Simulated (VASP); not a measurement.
# Na3Ti2O (P4/mmm) in VASP: notebook

The runs below take Na3Ti2O through single point, with PBE.

Everything below comes from runs of VASP 6.6.1. Logs are shortened: lines on timing, memory, paths and dates and some standing lists are left out, and cuts for length are marked.

### 1 The cell of the first run

It takes space group P4/mmm (No. 123, tetragonal). The conventional cell has a = 3.145 Å, b = 3.145 Å, c = 9.403 Å, α = 90.00°, β = 90.00°, γ = 90.00°. Within 3.5 Å of Na (site symmetry 4mm) lie 4 Ti at 2.64 Å and 4 O at 2.82 Å and 6 Na at 2.97 to 3.46 Å. Within 3.6 Å of Na (site symmetry 4/mmm) lie 8 Ti at 2.72 Å and 6 Na at 2.97 to 3.15 Å. Ti (site symmetry 4mm) has 8 Na at 2.64 to 2.72 Å and 5 Ti at 3.12 to 3.15 Å and 1 O at 3.14 Å within 3.5 Å. O (site symmetry 4/mmm) has 8 Na at 2.82 Å and 2 Ti at 3.14 Å and 4 O at 3.15 Å within 3.7 Å.

The cell was generated, and may not be a known phase.

### 2 Single point, PBE, collinear spin

Input file INCAR:

```
SYSTEM = Na3Ti2O
PREC     = Accurate       ! precision mode
ENCUT    = 520            ! plane-wave cutoff, eV
EDIFF    = 1E-7           ! SCF threshold, eV
ISMEAR   = 0              ! smearing method
SIGMA    = 0.1            ! smearing width, eV
LREAL    = .FALSE.        ! projectors in reciprocal space
LASPH    = .TRUE.         ! aspherical terms in the spheres
NELM     = 150            ! most SCF steps
ALGO     = Normal         ! electronic algorithm
ISIF     = 2              ! what is computed and relaxed
LWAVE    = .FALSE.        ! write WAVECAR
LCHARG   = .FALSE.        ! write CHGCAR
ISPIN    = 2              ! spin polarisation
MAGMOM   = 0 0 0 1 1 0    ! initial moments
LORBIT   = 11             ! projections on sites
LMAXMIX  = 4              ! l up to which the mixer works
GGA      = PE             ! functional
NBANDS   = 38             ! bands
```

Input file KPOINTS:

```
regular mesh
0
G
  6 6 2
  0 0 0
```

Input file POSCAR:

```
Na3Ti2O
1.0
    3.1452692800      0.0000000000      0.0000000000
    0.0000000000      3.1452692800      0.0000000000
    0.0000000000      0.0000000000      9.4034374600
Na Ti O
3 2 1
Direct
    0.5000000000      0.5000000000      0.1837450000
    0.5000000000      0.5000000000      0.5000000000
    0.5000000000      0.5000000000      0.8162550000
    0.0000000000      0.0000000000      0.3342649900
    0.0000000000      0.0000000000      0.6657350100
    0.0000000000      0.0000000000      0.0000000000
```

Potentials or basis: VASP PAW PBE potentials, release 64 (Na_pv, Ti_sv, O).

Launch:

```sh
$ cat potpaw_PBE.64/Na_pv/POTCAR potpaw_PBE.64/Ti_sv/POTCAR potpaw_PBE.64/O/POTCAR > POTCAR
$ mpirun -np 1 vasp_std > vasp.out
```

OUTCAR:

```text
SYSTEM = Na3Ti2O
   PREC = Accurate
   ENCUT = 520
   EDIFF = 1E-7
   ISMEAR = 0
   LREAL = .FALSE.
   LASPH = .TRUE.
   NELM = 150
   ISIF = 2
   ISPIN = 2
   LORBIT = 11
   GGA = PE

 ion  position               nearest neighbor table
   1  0.500  0.500  0.184-   4 2.64   4 2.64   4 2.64   4 2.64
   2  0.500  0.500  0.500-   4 2.72   5 2.72   4 2.72   5 2.72   4 2.72   5 2.72   4 2.72   5 2.72

   3  0.500  0.500  0.816-   5 2.64   5 2.64   5 2.64   5 2.64
   4  0.000  0.000  0.334-   1 2.64   1 2.64   1 2.64   1 2.64   2 2.72   2 2.72   2 2.72   2 2.72

   5  0.000  0.000  0.666-   3 2.64   3 2.64   3 2.64   3 2.64   2 2.72   2 2.72   2 2.72   2 2.72

   6  0.000  0.000  0.000-

  LATTYP: Found a simple tetragonal cell.
 ALAT       =     3.1452692800
 C/A-ratio  =     2.9897082325

  Lattice vectors:

 A1 = (   3.1452692800,   0.0000000000,   0.0000000000)
 A2 = (   0.0000000000,   3.1452692800,   0.0000000000)
 A3 = (   0.0000000000,   0.0000000000,   9.4034374600)

Analysis of symmetry for initial positions (statically):
=====================================================================
 Subroutine PRICEL returns:
 Original cell was already a primitive cell.

 Routine SETGRP: Setting up the symmetry group for a
 simple tetragonal supercell.

 Subroutine GETGRP returns: Found 16 space group operations
 (whereof 16 operations were pure point group operations)
 out of a pool of 16 trial point group operations.

The static configuration has the point symmetry D_4h.

Analysis of symmetry for dynamics (positions and initial velocities):
=====================================================================
 Subroutine PRICEL returns:
 Original cell was already a primitive cell.

 Routine SETGRP: Setting up the symmetry group for a
 simple tetragonal supercell.

 Subroutine GETGRP returns: Found 16 space group operations
 (whereof 16 operations were pure point group operations)
 out of a pool of 16 trial point group operations.

The dynamic configuration has the point symmetry D_4h.

Analysis of structural, dynamic, and magnetic symmetry:
=====================================================================
 Subroutine PRICEL returns:
 Original cell was already a primitive cell.

 Routine SETGRP: Setting up the symmetry group for a
 simple tetragonal supercell.

 Subroutine GETGRP returns: Found 16 space group operations
 (whereof 16 operations were pure point group operations)
 out of a pool of 16 trial point group operations.

The overall configuration has the point symmetry D_4h.

 Subroutine INISYM returns: Found 16 space group operations
 (whereof 16 operations are pure point group operations),
 and found     1 'primitive' translations

----------------------------------------------------------------------------------------

                                     Primitive cell

  volume of cell :      93.0256

  direct lattice vectors                    reciprocal lattice vectors
     3.145269280  0.000000000  0.000000000     0.317937801  0.000000000  0.000000000
     0.000000000  3.145269280  0.000000000     0.000000000  0.317937801  0.000000000
     0.000000000  0.000000000  9.403437460     0.000000000  0.000000000  0.106344090

  length of vectors
     3.145269280  3.145269280  9.403437460     0.317937801  0.317937801  0.106344090

  position of ions in fractional coordinates (direct lattice)
     0.500000000  0.500000000  0.183745000
     0.500000000  0.500000000  0.500000000
     0.500000000  0.500000000  0.816255000
     0.000000000  0.000000000  0.334264990
     0.000000000  0.000000000  0.665735010
     0.000000000  0.000000000  0.000000000

  ion indices of the primitive-cell ions
   primitive index   ion index
                 1           1
                 2           2
                 3           3
                 4           4
                 5           5
                 6           6

----------------------------------------------------------------------------------------
[... 30 lines left out ...]
  0.500000  0.000000  0.000000      2.000000
  0.166667  0.166667  0.000000      4.000000
  0.333333  0.166667  0.000000      8.000000
[... 12 lines left out ...]
  0.500000  0.333333  0.500000      4.000000
  0.500000  0.500000  0.500000      1.000000
   k-points           NKPTS =     20   k-points in BZ     NKDIM =     20   number of bands    NBANDS=     38
   number of dos      NEDOS =    301   number of ions     NIONS =      6
   total plane-waves  NPLWV =  40320
   dimension x,y,z NGX =    24 NGY =   24 NGZ =   70
   dimension x,y,z NGXF=    48 NGYF=   48 NGZF=  140
   ions per type =               3   2   1
   NGX,Y,Z   is equivalent  to a cutoff of  12.69, 12.69, 12.38 a.u.
   NGXF,Y,Z  is equivalent  to a cutoff of  25.37, 25.37, 24.75 a.u.
 SYSTEM =  Na3Ti2O
   PREC   = accura    normal or accurate (medium, high low for compatibility)
   ISTART =      0    job   : 0-new  1-cont  2-samecut
   ICHARG =      2    charge: 1-file 2-atom 10-const
   ISPIN  =      2    spin polarized calculation?
   LNONCOLLINEAR =      F non collinear calculations
   LSORBIT =      F    spin-orbit coupling
   LASPH  =      T    aspherical Exc in radial PAW
   ENCUT  =  520.0 eV  38.22 Ry    6.18 a.u.   5.85  5.85 17.48*2*pi/ulx,y,z
   NELM   =    150;   NELMIN=  2; NELMDL= -5     # of ELM steps
   EDIFF  = 0.1E-06   stopping-criterion for ELM
   LREAL  =      F    real-space projection
   EDIFFG = 0.1E-05   stopping-criterion for IOM
   NSW    =      0    number of steps for IOM
   IBRION =     -1    ionic relax: 0-MD 1-quasi-New 2-CG
   NFREE  =      0    steps in history (QN), initial steepest desc. (CG)
   ISIF   =      2    stress and relaxation
   ISYM   =      2    0-nonsym 1-usesym 2-fastsym
   POTIM  = 0.5000    time-step for ionic-motion
   TEBEG  =    0.0;   TEEND  =   0.0 temperature during run
   PSTRESS=    0.0 pullay stress
   NELECT =      51.0000    total number of electrons
   NUPDOWN=      -1.0000    fix difference up-down
   EMIN   =  10.00;   EMAX   =-10.00  energy-range for DOS
   EFERMI =   0.00;   METHOD = LEGACY
   ISMEAR =     0;   SIGMA  =   0.10  broadening in eV -4-tet -1-fermi 0-gaus
   EFERMI_NEDOS =   21; number of points for ismear=-14 and -15
   IALGO  =     38    algorithm
   IMIX   =      4    mixing-type and parameters
     AMIX     =   0.40;   BMIX     =  1.00
     AMIX_MAG =   1.60;   BMIX_MAG =  1.00
  volume/ion in A,a.u.               =      15.50       104.63
  Fermi-wavevector in a.u.,A,eV,Ry     =   1.339874  2.531996 24.426045  1.795264
  Thomas-Fermi vector in A             =   2.468232
   LORBIT       =     11    0 simple, 1 ext, 2 COOP (PROOUT), +10 PAW based schemes
   GGA     = PE    functional components
   LHFCALC =     F    Hartree Fock is set to
   AEXX    =    0.0000 exact exchange contribution
   IVDW    =     0    specifies the selected vdW correction
   LEPSILON=     F    determine dielectric tensor
   LRPA    =     F    only Hartree local field effects (RPA)
 spin polarized calculation
 Gauss-broadening in eV      SIGMA  =   0.10
  energy-cutoff  :      520.00
  volume of cell :       93.03
 maximum number of plane-waves:      2528
 NGX is ok and might be reduce to    24
   NGX = 11   NGY = 11   NGZ = 35

 number of electron      51.0000009 magnetization       0.7091567

 Free energy of the ion-electron system (eV)
  ---------------------------------------------------
  ext. energy  EPLUGINS =         0.00000000
  ---------------------------------------------------
  free energy    TOTEN  =       -17.98458757 eV

  energy without entropy =      -17.93988213  energy(sigma->0) =      -17.96223485

 E-fermi :   4.3565     XC(G=0): -10.0418

 val. band max:        4.3525027274   @ k =   0.3333   0.1667   0.0000
 cond. band min:       4.3585155174   @ k =   0.5000   0.1667   0.5000
 fundamental gap:      0.0060127899
 Fermi energy:         4.3565280149

 spin component 1

 k-point     1 :       0.0000    0.0000    0.0000
  band No.  band energies     occupation
      1     -52.5483      1.00000
      2     -52.5394      1.00000
      3     -29.0613      1.00000
      4     -28.9664      1.00000
      5     -28.6804      1.00000
      6     -28.6804      1.00000
[... 789 lines left out ...]
     36       9.6733      0.00000
     37      10.8375      0.00000
 Fermi energy:         4.3565280149

 spin component 2

 k-point     1 :       0.0000    0.0000    0.0000
  band No.  band energies     occupation
      1     -52.3198      1.00000
      2     -52.3111      1.00000
      3     -28.7743      1.00000
      4     -28.6824      1.00000
      5     -28.4796      1.00000
      6     -28.4796      1.00000
[... 789 lines left out ...]
     36       9.9760      0.00000
     37      11.0465      0.00000
 [bands above 37 left out]

------------------------ aborting loop because EDIFF is reached ----------------------------------------

  FORCE on cell =-STRESS in cart. coord.  units (eV):
  Direction    XX          YY          ZZ          XY          YZ          ZX
  --------------------------------------------------------------------------------------
  -------------------------------------------------------------------------------------
  Total       12.3234287     12.3234287      3.2103388      0.0000000      0.0000000     -0.0000000
  in kB      212.2461561    212.2461561     55.2915975      0.0000000      0.0000000     -0.0000000
  external PRESSURE =     159.9279699 kB  Pullay stress =       0.0000000 kB

 VOLUME and BASIS-vectors are now :
 -----------------------------------------------------------------------------
  energy-cutoff  :      520.00
  volume of cell :       93.03
      direct lattice vectors                 reciprocal lattice vectors
     3.145269280  0.000000000  0.000000000     0.317937801  0.000000000  0.000000000
     0.000000000  3.145269280  0.000000000     0.000000000  0.317937801  0.000000000
     0.000000000  0.000000000  9.403437460     0.000000000  0.000000000  0.106344090

 POSITION                                       TOTAL-FORCE (eV/Angst)
 -----------------------------------------------------------------------------------
      1.57263      1.57263      1.72783         0.000000     -0.000000     -4.595972
      1.57263      1.57263      4.70172         0.000000     -0.000000      0.000000
      1.57263      1.57263      7.67560        -0.000000      0.000000      4.595972
      0.00000      0.00000      3.14324         0.000000     -0.000000      0.853345
      0.00000      0.00000      6.26020        -0.000000      0.000000     -0.853345
      0.00000      0.00000      0.00000         0.000000     -0.000000      0.000000
 -----------------------------------------------------------------------------------
    total drift:                                0.000000     -0.000000      0.000000

  FREE ENERGIE OF THE ION-ELECTRON SYSTEM (eV)
  ---------------------------------------------------
  free  energy   TOTEN  =       -17.9845875654 eV

  energy  without entropy=      -17.9398821297  energy(sigma->0) =      -17.96223485

 total charge

# of ion       s       p       d       tot
------------------------------------------
    1        0.161   6.019   0.000   6.179
    2        0.224   6.074   0.000   6.298
    3        0.161   6.019   0.000   6.179
    4        2.246   6.050   2.014  10.310
    5        2.246   6.050   2.014  10.310
    6        1.581   3.177   0.000   4.759
--------------------------------------------------
tot          6.620  33.387   4.028  44.035

 magnetization (x)

# of ion       s       p       d       tot
------------------------------------------
    1        0.004   0.003   0.000   0.007
    2       -0.003   0.001   0.000  -0.002
    3        0.004   0.003   0.000   0.007
    4        0.004   0.008   0.239   0.252
    5        0.004   0.008   0.239   0.252
    6        0.000  -0.007   0.000  -0.006
--------------------------------------------------
tot          0.014   0.017   0.479   0.510
```

Run time: 1.7 min. Hardware: 1 thread of Intel Xeon 6975P-C (Granite Rapids), shared host; peak memory 0.28 GiB.

What came out:

| Quantity | Value |
| --- | --- |
| Free energy | -17.9846 eV |
| Pressure | 16.0 GPa |
| Largest force | 4.596 eV/Å |
| Net moment | 0.71 μB per cell |
| Site moments | Na +0.01, -0.00 (each value once); Ti +0.25; O -0.01 μB |
| Valence electrons inside the program's atomic spheres | Na 6.18, 6.30 (each value once); Ti 10.31; O 4.76 |

Forces on the atoms (eV/Å):
```
Na   0.000  0.000 -4.596
Na   0.000  0.000  0.000
Na   0.000  0.000  4.596
Ti   0.000  0.000  0.853
Ti   0.000  0.000 -0.853
O    0.000  0.000  0.000
```

Stress tensor (GPa, compression positive):
```
21.22  0.00  0.00
 0.00 21.22  0.00
 0.00  0.00  5.53
```

Levels at points of the mesh, in eV from the Fermi level:
Spin up:
```csv
k point,band 23,band 24,band 25,band 26,band 27,band 28,band 29,band 30
"(0.00, 0.00, 0.00)",-1.05,-0.74,-0.12,-0.12,0.32,1.21,1.21,1.69
"(0.50, 0.00, 0.00)",-1.09,-0.35,-0.34,0.04,0.08,1.07,1.09,1.26
"(0.50, 0.50, 0.00)",-1.00,-0.43,-0.43,-0.27,0.38,0.38,2.15,2.38
"(0.00, 0.00, 0.50)",-1.05,-0.74,-0.12,-0.12,0.30,1.19,1.19,1.71
"(0.50, 0.00, 0.50)",-1.30,-0.30,-0.20,0.05,0.05,1.07,1.09,1.23
"(0.50, 0.50, 0.50)",-1.01,-0.52,-0.52,0.13,0.51,0.51,1.75,2.27
```
Spin down:
```
           k point  band 21  band 22  band 23  band 24  band 25  band 26  band 27  band 28  band 29  band 30
(0.00, 0.00, 0.00)    -1.97    -0.83    -0.72    -0.51    -0.12    -0.12     0.48     1.40     1.40     1.88
(0.50, 0.00, 0.00)    -1.89    -1.34    -0.92    -0.16     0.05     0.07     0.22     1.19     1.22     1.45
(0.50, 0.50, 0.00)    -1.46    -1.34    -0.90    -0.28    -0.28     0.20     0.57     0.57     2.50     2.52
(0.00, 0.00, 0.50)    -2.43    -0.83    -0.71    -0.51    -0.12    -0.12     0.56     1.38     1.38     1.89
(0.50, 0.00, 0.50)    -1.35    -1.33    -1.10    -0.15     0.05     0.21     0.21     1.19     1.22     1.43
(0.50, 0.50, 0.50)    -1.52    -1.34    -0.91    -0.36    -0.36     0.54     0.69     0.69     2.12     2.41
```

Caveat: the stress differs along the axes, from 6 to 21 GPa; a moment this small can come from the mesh or the smearing; forces of over 1 eV/Å act on the atoms, so gaps and moduli don't describe the material at rest.

(Part 1 of 2 ends here.)
